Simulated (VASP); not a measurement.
Runs of VASP 6.6.1 on Ag. The structure is that of space group P6_3/mmc (No. 194), or close to it. The cells are those of the table. This isn't the form of Ag at room conditions, which is fcc.

```tsv
cell	gap on the mesh (eV)	pressure (GPa)
a = 2.735, b = 2.735, c = 4.528 Å, angles 90.0, 90.0, 120.0°, 2 atoms	none	21.3
a = 2.387, b = 2.387, c = 3.919 Å, angles 90.0, 90.0, 120.0°, 2 atoms	none	(b)
a = 2.632, b = 2.632, c = 4.335 Å, angles 90.0, 90.0, 120.0°, 2 atoms	none	58.3
a = 2.851, b = 2.851, c = 4.737 Å, angles 90.0, 90.0, 120.0°, 2 atoms	none	(a)
a = 2.272, b = 2.272, c = 3.729 Å, angles 90.0, 90.0, 120.0°, 2 atoms	none	545.5
a = 2.517, b = 2.517, c = 4.133 Å, angles 90.0, 90.0, 120.0°, 2 atoms	none	132.7
```

Alike in all rows: task single point; level PBEsol; potentials or basis VASP PAW PBE potentials, release 64 (Ag); no spin polarisation; k mesh 15 × 15 × 8; cutoff (eV) 520; smearing fermi-dirac 0.05 eV.

Problem. Estimate the missing entries.

Solution. (a) -0.2; (b) 289.4.

Caveats: the PAW data sets were made with another functional, which shifts forces and pressure a little; the cell stands under pressure (at least some runs).

A k mesh can miss the band edges, and the runs leave out spin-orbit coupling on Ag.

A gap of «none» marks levels without a gap at the run's occupations.
